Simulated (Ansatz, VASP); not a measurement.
# Ga3BAs4: VASP beside Ansatz

```xyz
8
Lattice="5.5164 0.0001 -0.0003 0.0001 5.5173 0.0010 -2.7585 -2.7577 5.4738" Properties=species:S:1:pos:R:3 pbc="T T T"
Ga    2.7590    2.7587    0.0004
Ga    2.7580    0.0010    2.7367
Ga   -0.0001    2.7587    2.7379
B    -0.0001   -0.0002    0.0001
As   -1.5422    1.5425    4.2188
As    4.2999    4.3009    1.2570
As    1.5413   -1.5410    4.2172
As    1.2162    1.2171    1.2560
```

Change from the starting cell: cell x1, atoms moved at random (sigma 0.1 Å) and cell strained at random (1.5 %), then relaxed without symmetry.

Alike in both runs: functional PBE; k mesh 4 × 4 × 4; occupations gaussian, width 0.1 eV; no spin polarisation.

Ansatz relaxed the structure, and its values are those at the end. VASP's run is a single point on that final structure, the one shown.

|  | VASP | Ansatz |
| --- | --- | --- |
| version | VASP 6.6.1 | Ansatz 0.2.0 |
| potentials or method | VASP PAW PBE potentials, release 64 (Ga_d, B, As), cutoff 520 eV | scalar-relativistic, plane waves, PAW |
| valence electrons in the cell | 62 | 102 |

VASP gave:

* gap on the k mesh at the Fermi level (eV): 0.67
* least direct gap on the mesh (eV): 0.67
* pressure (GPa): 0.2
* rms of the force components (eV/Å): 0.004

Task: What did Ansatz give for the same quantities?

Result: gap on the k mesh at the Fermi level (eV): 0.66; least direct gap on the mesh (eV): 0.66; pressure (GPa): 0.0; rms of the force components (eV/Å): 0.007.

With one functional, cell and mesh, what is left measures potentials, basis and numerics. VASP's potentials hold 62 valence electrons a cell and Ansatz's 102, so a difference there can come from the potentials and not from the codes.
